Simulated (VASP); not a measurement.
Set up this calculation in VASP 6.6.1, as the native input.

* Task: relaxation of cell and atoms
* Functional: PBE
* Potentials or basis: VASP PAW PBE potentials, release 64 (F)
* Cutoff: 600 eV
* k mesh: 19 × 19 × 10
* Occupations: fermi-dirac, width 0.08 eV
* Spin: no spin polarisation
* Target pressure: 53 GPa
* Dipole correction: no
* Further INCAR settings: ALGO = Normal; EDIFF = 1e-06; IBRION = 2; EDIFFG = -0.005; NSW = 32; ISIF = 3

The structure of F lies in POSCAR:

```
F
1.0
    2.3905836837      0.0000000000      0.0000000000
   -1.1952918418      2.0703061999      0.0000000000
    0.0000000000      0.0000000000      2.8791175469
F
2
Direct
    0.3333333333      0.6666666667      0.2500000000
    0.6666666667      0.3333333333      0.7500000000
```

One way to write it, as run:

INCAR

```
  PREC = Accurate
  ENCUT = 600
  EDIFF = 1E-6
  ISMEAR = -1
  SIGMA = 0.08
  LREAL = F
  LASPH = T
  NELM = 60
  ALGO = Normal
  ISIF = 3
  LWAVE = F
  LCHARG = F
  GGA = PE
  IBRION = 2
  NSW = 32
  EDIFFG = -0.005
  PSTRESS = 530.0
```

KPOINTS

```
regular mesh
0
Gamma
  19 19 10
```

Potentials or basis: VASP PAW PBE potentials, release 64 (F).

Run with:

```console
$ cat potpaw_PBE.64/F/POTCAR > POTCAR
$ mpirun -np 1 vasp_std > vasp.out
```

It gave:

```yaml
Relaxed_volume: 7.11 Å³/atom
Relaxed_cell: a = 2.389 Å, b = 2.389 Å, c = 2.876 Å, α = 90.00°, β = 90.00°, γ = 120.00°
Space_group_after_relaxing_to_0.1_Å: P6_3/mmc (No. 194)
Energy_change_on_relaxing_the_run_minimises_the_enthalpy: +6.1 meV/atom
Ionic_steps: 3
Pressure_after_relaxing: 53.0 GPa
Band_gap_on_the_k_mesh: zero (bands 7 and 8 overlap by 1.84 eV)
```

Caveat: the cell is relaxed towards a set pressure, so the run minimises the enthalpy, not the energy.

It took 82 s on 1 thread of Intel Xeon 8259CL, with other jobs on the host, peak memory 0.15 GiB.
